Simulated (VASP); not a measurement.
Write the native input for VASP 6.6.1 that does the following.

```
Task                   : single point
Functional             : PBE
Potentials or basis    : VASP PAW PBE potentials, release 64 (K_sv, Br)
Cutoff                 : 520 eV
k mesh                 : 6 × 6 × 6
Occupations            : gaussian, width 0.01 eV
Spin                   : no spin polarisation
Dipole correction      : no
Further INCAR settings : ALGO = Normal; EDIFF = 1e-07; NBANDS = 15
```

The structure of KBr lies in POSCAR:

```
KBr
1.0
    4.0835362474      0.0000000000      0.0000000000
    0.0000000000      4.0835362474      0.0000000000
    0.0000000000      0.0000000000      4.0835362474
K Br
1 1
Direct
    0.0000000000      0.0000000000      0.0000000000
    0.5000000000      0.5000000000      0.5000000000
```

One way to write it, as run:

INCAR

```
SYSTEM = KBr
PREC = Accurate
ENCUT = 520
EDIFF = 1E-7
ISMEAR = 0
SIGMA = 0.01
LREAL = .False.
LASPH = .True.
NELM = 100
ALGO = Normal
ISIF = 2
LWAVE = .False.
LCHARG = .False.
GGA = PE
NBANDS = 15
```

KPOINTS

```
regular mesh
0
Gamma
  6 6 6
  0 0 0
```

Potentials or basis: VASP PAW PBE potentials, release 64 (K_sv, Br).

Command:

```sh
$ cat potpaw_PBE.64/K_sv/POTCAR potpaw_PBE.64/Br/POTCAR > POTCAR
$ mpirun -np 1 vasp_std > vasp.out
```

It gave:

```json
{
 "Pressure": "-0.5 GPa",
 "Band gap on the k mesh": "3.78 eV (least direct gap 4.03 eV)"
}
```

It took 27 s on 1 thread of Intel Xeon 8259CL (shared host), peak memory 0.17 GiB.
